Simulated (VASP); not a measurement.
A run of VASP 6.6.1 is set up as follows.

Contents of INCAR:

```
PREC = Accurate
ENCUT = 600
EDIFF = 1E-6
ISMEAR = -1
SIGMA = 0.05
LREAL = F
LASPH = T
NELM = 100
ALGO = Normal
ISIF = 3
LWAVE = F
LCHARG = F
IBRION = 2
NSW = 80
EDIFFG = -0.02
```

KPOINTS

```
regular mesh
0
Gamma
  17 17 9
```

Contents of POSCAR:

```
Pt
1.0
    2.7700000000      0.0000000000      0.0000000000
   -1.3850000000      2.3988903685      0.0000000000
    0.0000000000      0.0000000000      4.5234100000
Pt
2
Direct
    0.3333333333      0.6666666667      0.2500000000
    0.6666666667      0.3333333333      0.7500000000
```

Potentials or basis: VASP PAW LDA potentials, release 64 (Pt).

Run with:

```sh
$ cat potpaw_LDA.64/Pt/POTCAR > POTCAR
$ mpirun -np 1 vasp_std > vasp.out
```

Estimate the band gap on the k mesh.

zero (bands 10 and 11 overlap by 1.30 eV).

What does it give for the relaxed cell?

a = 2.715 Å, b = 2.715 Å, c = 4.666 Å, α = 90.00°, β = 90.00°, γ = 120.00°.

What does it give for the space group after relaxing (to 0.1 Å)?

P6_3/mmc (No. 194).

Estimate the relaxed volume.

14.89 Å³/atom.

Step by step:
```
step  energy change (eV)  largest force (eV/Å)  pressure (GPa)  volume (Å³)
   1              0.0000                0.0000           -2.79        30.06
   2             -0.0117                0.0000            9.51        28.92
   3             -0.0231                0.0000            4.19        29.36
   4             -0.0359                0.0000            0.66        29.74
   5             -0.0369                0.0000            1.29        29.67
   6             -0.0368                0.0000           -1.25        29.90
   7             -0.0375                0.0000            0.06        29.78
```

Caveat: spin-orbit coupling is left out, which moves the levels of the heavy elements.
